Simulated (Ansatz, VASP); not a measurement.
# One calculation of Cu, two programs

Contents of INCAR:

```
ALGO     = Normal         # electronic algorithm
EDIFF    = 1E-6           # SCF threshold, eV
ENCUT    = 520            # plane-wave cutoff, eV
ISIF     = 2              # what is computed and relaxed
ISMEAR   = -1             # smearing method
LASPH    = True           # aspherical terms in the spheres
LCHARG   = True           # write CHGCAR
LELF     = True           # ELF
LREAL    = False          # projectors in reciprocal space
LVHAR    = True         
LWAVE    = False          # write WAVECAR
NBANDS   = 18             # bands
NELM     = 60             # most SCF steps
PREC     = Accurate       # precision mode
SIGMA    = 0.15           # smearing width, eV
```

File KPOINTS:

```
k-points
0
Gamma
  12 12 12
```

POSCAR

```
Cu
1.0
    1.2397515072     -4.0458483949      0.0000000000
    1.2397515072      4.0458483949      0.0000000000
    0.0000000000      0.0000000000      2.5187448271
Cu
2
Direct
    0.1338670000      0.8661330000      0.2500000000
    0.8661330000      0.1338670000      0.7500000000
```

Input for Ansatz:

```yaml
crystal:
  lattice:
    - [1.2397515071829925, -4.045848394888395, 0.0]
    - [1.2397515071829925, 4.045848394888395, 0.0]
    - [0.0, 0.0, 2.5187448271146864]
  atoms:
    - { symbol: Cu, position: [0.133867, 0.866133, 0.25] }
    - { symbol: Cu, position: [0.866133, 0.133867, 0.75] }
basis:
  ecutwfc: 500.0
kpoints:
  mp_grid:
    grid: [12, 12, 12]
hamiltonian:
  xc: lda
scf:
  occupations:
    method: fermi_dirac
    width: 0.15
output:
  stress: true
```

Alike in both runs: task single point; functional LDA; k mesh 12 × 12 × 12; occupations fermi-dirac, width 0.15 eV; no spin polarisation.

```csv
,VASP,Ansatz
version,VASP 6.6.1,Ansatz 0.2.0
potentials or method,"VASP PAW LDA potentials, release 64 (Cu), cutoff 520 eV","plane waves, PAW"
valence electrons in the cell,22,38
```

|  | VASP | Ansatz | Ansatz less VASP |
| --- | --- | --- | --- |
| pressure (GPa) | -12.7 | -13.5 | -0.82 |
| traceless stress, the component that is largest in VASP (GPa) | 0.64 | 0.76 | +0.124 |

LDA's correlation is that of Perdew and Zunger in VASP and of Perdew and Wang (1992) in Ansatz. VASP's potentials hold 22 valence electrons a cell and Ansatz's 38, so a difference there can come from the potentials and not from the codes.
